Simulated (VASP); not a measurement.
# Al4BSbP2 (P1) in VASP: further runs

The runs below take Al4BSbP2 through single point, with PBE.

Everything below comes from runs of VASP 6.6.1. Logs are shortened: lines on timing, memory, paths and dates and some standing lists are left out, and cuts for length are marked.

## (1) The cell of the first run

The typed cell holds 8 atoms: a = 5.334 Å, b = 5.339 Å, c = 7.027 Å, α = 113.36°, β = 113.33°, γ = 87.54°.

## (2) Single point, PBE

The input, INCAR:

```
SYSTEM = Al4BSbP2
PREC = Accurate
ENCUT = 520
EDIFF = 1E-6
ISMEAR = 0
SIGMA = 0.2
LREAL = .FALSE.
LASPH = .TRUE.
NELM = 60
ALGO = Normal
ISIF = 2
LWAVE = .FALSE.
LCHARG = .FALSE.
GGA = PE
NBANDS = 25
```

The input, KPOINTS:

```
Automatic mesh
0
G
  4 4 4
  0 0 0
```

The input, POSCAR:

```
Al4BSbP2
1.0
    5.3329523028      0.1126740957      0.0011465887
    0.1167775990      5.3375499747     -0.0000548996
   -2.7274729825     -2.7274187303      5.8732127106
Al B Sb P
4 1 1 2
Direct
    0.1700774543      0.1699686902      0.7462067678
    0.4304785724      0.8343015663      0.2646449338
    0.5759489208      0.5761216771      0.7461419942
    0.8341376996      0.4303235986      0.2646145996
    0.4972178389      0.4972087075     -0.0056181177
   -0.0057401194     -0.0057973565     -0.0115183994
    0.2489388814      0.7489017241      0.4977394693
    0.7489407519      0.2489713929      0.4977887522
```

Potentials or basis: VASP PAW PBE potentials, release 64 (Al, B, Sb, P).

On the command line:

```bash
> cat potpaw_PBE.64/Al/POTCAR potpaw_PBE.64/B/POTCAR potpaw_PBE.64/Sb/POTCAR potpaw_PBE.64/P/POTCAR > POTCAR
> mpirun -np 1 vasp_std > vasp.out
```

OUTCAR:

```text
SYSTEM = Al4BSbP2
   PREC = Accurate
   ENCUT = 520
   EDIFF = 1E-6
   ISMEAR = 0
   LREAL = .FALSE.
   LASPH = .TRUE.
   NELM = 60
   ISIF = 2
   GGA = PE

 ion  position               nearest neighbor table
   1  0.170  0.170  0.746-   5 2.14   7 2.38   8 2.38   6 2.70   3 3.13
   2  0.430  0.834  0.265-   5 2.18   8 2.39   7 2.39   6 2.73   4 2.98
   3  0.576  0.576  0.746-   5 2.14   7 2.38   8 2.38   6 2.70   1 3.13
   4  0.834  0.430  0.265-   5 2.18   8 2.39   7 2.39   6 2.73   2 2.98
   5  0.497  0.497  0.994-   1 2.14   3 2.14   2 2.18   4 2.18
   6  0.994  0.994  0.988-   3 2.70   1 2.70   4 2.73   2 2.73
   7  0.249  0.749  0.498-   1 2.38   3 2.38   4 2.39   2 2.39
   8  0.749  0.249  0.498-   3 2.38   1 2.38   2 2.39   4 2.39

  LATTYP: Found a triclinic cell.
 ALAT       =    10.1891779143
 B/A-ratio  =     1.1504924196
 C/A-ratio  =     1.1529408234
 COS(alpha) =     0.0000280025
 COS(beta)  =     0.5765486234
 COS(gamma) =     0.8083518097

  Lattice vectors:

 A1 = (   7.9436476863,  -2.4974571487,  -5.8720112223)
 A2 = (  10.5491270066,  -5.1122017833,   0.0023480770)
 A3 = (   0.0052160632,   0.0046133902, -11.7475171103)

Analysis of symmetry for initial positions (statically):
=====================================================================
 Subroutine PRICEL returns:
 Original cell was already a primitive cell.

 Routine SETGRP: Setting up the symmetry group for a
 triclinic supercell.

 Subroutine GETGRP returns: Found  1 space group operations
 (whereof  1 operations were pure point group operations)
 out of a pool of  2 trial point group operations.

The static configuration has the point symmetry C_1 .

Analysis of symmetry for dynamics (positions and initial velocities):
=====================================================================
 Subroutine PRICEL returns:
 Original cell was already a primitive cell.

 Routine SETGRP: Setting up the symmetry group for a
 triclinic supercell.

 Subroutine GETGRP returns: Found  1 space group operations
 (whereof  1 operations were pure point group operations)
 out of a pool of  2 trial point group operations.

The dynamic configuration has the point symmetry C_1 .

 Subroutine INISYM returns: Found  1 space group operations
 (whereof  1 operations are pure point group operations),
 and found     1 'primitive' translations

----------------------------------------------------------------------------------------

                                     Primitive cell
[... 109 lines left out ...]
   ISIF   =      2    stress and relaxation
   ISYM   =      2    0-nonsym 1-usesym 2-fastsym
   POTIM  = 0.5000    time-step for ionic-motion
   TEBEG  =    0.0;   TEEND  =   0.0 temperature during run
   PSTRESS=    0.0 pullay stress
   NELECT =      30.0000    total number of electrons
   NUPDOWN=      -1.0000    fix difference up-down
   EMIN   =  10.00;   EMAX   =-10.00  energy-range for DOS
   EFERMI =   0.00;   METHOD = LEGACY
   ISMEAR =     0;   SIGMA  =   0.20  broadening in eV -4-tet -1-fermi 0-gaus
   EFERMI_NEDOS =   21; number of points for ismear=-14 and -15
   IALGO  =     38    algorithm
   IMIX   =      4    mixing-type and parameters
     AMIX     =   0.40;   BMIX     =  1.00
     AMIX_MAG =   1.60;   BMIX_MAG =  1.00
  volume/ion in A,a.u.               =      20.89       140.97
  Fermi-wavevector in a.u.,A,eV,Ry     =   0.923507  1.745175 11.603939  0.852865
  Thomas-Fermi vector in A             =   2.049151
   LORBIT       =      0    0 simple, 1 ext, 2 COOP (PROOUT), +10 PAW based schemes
   GGA     = PE    functional components
   LHFCALC =     F    Hartree Fock is set to
   AEXX    =    0.0000 exact exchange contribution
   IVDW    =     0    specifies the selected vdW correction
   LEPSILON=     F    determine dielectric tensor
   LRPA    =     F    only Hartree local field effects (RPA)
 non-spin polarized calculation
 Gauss-broadening in eV      SIGMA  =   0.20
  energy-cutoff  :      520.00
  volume of cell :      167.12
 maximum number of plane-waves:      4515
   NGX = 19   NGY = 19   NGZ = 27

 number of electron      30.0000002 magnetization

 Free energy of the ion-electron system (eV)
  ---------------------------------------------------
  ext. energy  EPLUGINS =         0.00000000
  ---------------------------------------------------
  free energy    TOTEN  =       -37.35822207 eV

  energy without entropy =      -37.29511809  energy(sigma->0) =      -37.32667008

 E-fermi :   4.8453     XC(G=0):  -9.2185

 val. band max:        4.8185637953   @ k =   0.0000   0.0000   0.0000
 cond. band min:       4.9033422212   @ k =  -0.0000   0.2500   0.2500
 fundamental gap:      0.0847784259
 Fermi energy:         4.8453498185

 k-point     1 :       0.0000    0.0000    0.0000
  band No.  band energies     occupation
      1      -6.5774      2.00000
      2      -4.5447      2.00000
      3      -3.9266      2.00000
      4      -1.7801      2.00000
      5      -0.9723      2.00000
      6       0.0074      2.00000
[... 661 lines left out ...]
     24      10.2475      0.00000
     25      10.4379      0.00000

 [... further k-points ...]

------------------------ aborting loop because EDIFF is reached ----------------------------------------

  FORCE on cell =-STRESS in cart. coord.  units (eV):
  Direction    XX          YY          ZZ          XY          YZ          ZX
  --------------------------------------------------------------------------------------
  -------------------------------------------------------------------------------------
  Total        0.0176110     -0.0081921     -0.0527293      0.0178006      0.0195783      0.0101238
  in kB        0.1688378     -0.0785384     -0.5055193      0.1706553      0.1876985      0.0970574
  external PRESSURE =      -0.1384066 kB  Pullay stress =       0.0000000 kB

 VOLUME and BASIS-vectors are now :
 -----------------------------------------------------------------------------
  energy-cutoff  :      520.00
  volume of cell :      167.12
      direct lattice vectors                 reciprocal lattice vectors
     5.332952303  0.112674096  0.001146589     0.187581768 -0.004103132  0.085206048
     0.116777599  5.337549975 -0.000054900    -0.003978527  0.187439796  0.085196214
    -2.727472983 -2.727418730  5.873212711    -0.000036658  0.000002553  0.170248726

 POSITION                                       TOTAL-FORCE (eV/Angst)
 -----------------------------------------------------------------------------------
     -1.10840     -1.10884      4.38282         0.008125      0.008630     -0.015449
      1.67134      3.77983      1.55476         0.006997     -0.007745      0.017576
      1.10370      1.10493      4.38288        -0.008347     -0.008844     -0.014123
      3.77694      1.66914      1.55507        -0.007013      0.007848      0.018044
     -0.00245     -0.00220      5.84076         0.000911      0.000776     -0.004622
      2.72238      2.72263      5.80665         0.000059      0.000399     -0.000699
      0.05746      2.66781      2.92357        -0.000363     -0.000902     -0.000613
      2.66543      0.05561      2.92446        -0.000369     -0.000162     -0.000114
 -----------------------------------------------------------------------------------
    total drift:                               -0.000343     -0.000376     -0.000206

  FREE ENERGIE OF THE ION-ELECTRON SYSTEM (eV)
  ---------------------------------------------------
  free  energy   TOTEN  =       -37.3582220717 eV

  energy  without entropy=      -37.2951180872  energy(sigma->0) =      -37.32667008
```

OSZICAR:

```text
N       E                     dE             d eps       ncg     rms          rms(c)
DAV:   1     0.743590944636E+02    0.74359E+02   -0.10727E+04  1800   0.955E+02
DAV:   2    -0.324090081229E+02   -0.10677E+03   -0.99949E+02  2297   0.145E+02
DAV:   3    -0.395983547329E+02   -0.71893E+01   -0.70973E+01  2394   0.375E+01
DAV:   4    -0.397213014144E+02   -0.12295E+00   -0.12276E+00  2200   0.571E+00
DAV:   5    -0.397239249903E+02   -0.26236E-02   -0.26229E-02  2399   0.878E-01    0.890E+00
DAV:   6    -0.374048332688E+02    0.23191E+01   -0.10393E+01  2115   0.120E+01    0.543E+00
DAV:   7    -0.373716971259E+02    0.33136E-01   -0.15783E+00  2188   0.507E+00    0.286E+00
DAV:   8    -0.373601383074E+02    0.11559E-01   -0.17425E-01  2253   0.172E+00    0.132E+00
DAV:   9    -0.373574402809E+02    0.26980E-02   -0.29580E-02  2430   0.749E-01    0.206E-01
DAV:  10    -0.373580063769E+02   -0.56610E-03   -0.40600E-03  2190   0.283E-01    0.119E-01
DAV:  11    -0.373581138351E+02   -0.10746E-03   -0.36882E-04  2287   0.873E-02    0.614E-02
DAV:  12    -0.373582115689E+02   -0.97734E-04   -0.17657E-04  2208   0.586E-02    0.181E-02
DAV:  13    -0.373582212608E+02   -0.96919E-05   -0.28065E-05  2160   0.255E-02    0.723E-03
DAV:  14    -0.373582220717E+02   -0.81088E-06   -0.35375E-06  2312   0.837E-03
   1 F= -.37358222E+02 E0= -.37326670E+02  d E =-.631040E-01
```

Run time: 3.8 min. Hardware: 1 thread of Intel Xeon 8259CL, shared host; peak memory 0.38 GiB.

What came out:

```
Free energy            : -37.3582 eV
Pressure               : 0.0 GPa
Largest force          : 0.021 eV/Å
Band gap on the k mesh : zero (bands 15 and 16 overlap by 1.20 eV)
```

Forces on the atoms (eV/Å):
```
Al   0.008  0.009 -0.015
Al   0.007 -0.008  0.018
Al  -0.008 -0.009 -0.014
Al  -0.007  0.008  0.018
B    0.001  0.001 -0.005
Sb   0.000  0.000 -0.001
P    0.000 -0.001 -0.001
P    0.000  0.000  0.000
```

Caveat: spin-orbit coupling is left out, which moves the levels of the heavy elements.

## (3) Single point, PBE

The input, INCAR:

```
PREC     = Accurate       # precision mode
ENCUT    = 520            # plane-wave cutoff, eV
EDIFF    = 1E-6           # SCF threshold, eV
ISMEAR   = 0              # smearing method
SIGMA    = 0.2            # smearing width, eV
LREAL    = False          # projectors in reciprocal space
LASPH    = True           # aspherical terms in the spheres
NELM     = 60             # most SCF steps
ALGO     = Normal         # electronic algorithm
ISIF     = 2              # what is computed and relaxed
LWAVE    = False          # write WAVECAR
LCHARG   = False          # write CHGCAR
GGA      = PE             # functional
NBANDS   = 25             # bands
```

The input, KPOINTS:

```
Automatic mesh
0
Gamma
  4 4 4
```

The input, POSCAR:

```
Al4BSbP2
1.0
    3.6916414441      3.8568496191      0.0008801026
    3.6938856745     -3.8584749076     -0.0007866544
   -3.6928555698      0.0011461041     -5.8648660389
Al B Sb P
4 1 1 2
Direct
    0.4238277549      0.8300190185      0.2538137699
    0.1655830212      0.1655379609      0.7351957372
    0.8300066469      0.4237250626      0.2537919416
    0.5695955619      0.5696590054      0.7351787028
    0.5028441426      0.5028436666      1.0056671718
    0.0056964780      0.0056703896      0.0113644824
    0.7510984243      0.2511358969      0.5022527641
    0.2511098756      0.7511709049      0.5022592409
```

Potentials or basis: VASP PAW PBE potentials, release 64 (Al, B, Sb, P).

On the command line:

```bash
> cat potpaw_PBE.64/Al/POTCAR potpaw_PBE.64/B/POTCAR potpaw_PBE.64/Sb/POTCAR potpaw_PBE.64/P/POTCAR > POTCAR
> mpirun -np 1 vasp_std > vasp.out
```

Run time: 3.7 min. Hardware: 1 thread of Intel Xeon 8259CL, shared host; peak memory 0.38 GiB.

Results (log left out):

| Property | Result |
| --- | --- |
| Free energy | -37.3582 eV |
| Pressure | 0.0 GPa |
| Largest force | 0.025 eV/Å |
| Band gap on the k mesh | zero (bands 15 and 16 overlap by 1.19 eV) |

Forces on the atoms (eV/Å):
```
Al   0.000  0.016 -0.002
Al   0.023  0.000  0.010
Al   0.000 -0.015 -0.003
Al  -0.023  0.000  0.010
B    0.000 -0.001 -0.003
Sb   0.000 -0.001 -0.013
P    0.000  0.000  0.000
P    0.000  0.001  0.000
```

Levels at points of the mesh, in eV from the Fermi level:
```tsv
k point	band 12	band 13	band 14	band 15	band 16	band 17	band 18	band 19
(0.00, 0.00, 0.00)	-1.99	-1.38	-0.02	0.61	1.17	1.26	2.75	3.38
(0.50, 0.00, 0.00)	-1.83	-1.66	-1.16	-0.74	-0.48	2.97	3.64	3.68
(0.00, 0.50, 0.00)	-1.83	-1.65	-1.16	-0.74	-0.48	2.97	3.64	3.68
(0.50, 0.50, 0.00)	-0.98	-0.74	-0.65	0.69	1.06	2.26	2.46	4.07
(0.00, 0.00, 0.50)	-1.71	-1.59	-1.14	-0.19	0.46	0.75	1.68	1.98
(0.50, 0.00, 0.50)	-1.83	-1.66	-1.16	-0.74	-0.47	2.97	3.64	3.68
(0.00, 0.50, 0.50)	-1.83	-1.65	-1.16	-0.74	-0.48	2.97	3.64	3.68
(0.50, 0.50, 0.50)	-0.97	-0.79	-0.62	0.56	1.18	2.57	2.62	3.54
```

Caveat: spin-orbit coupling is left out, which moves the levels of the heavy elements.
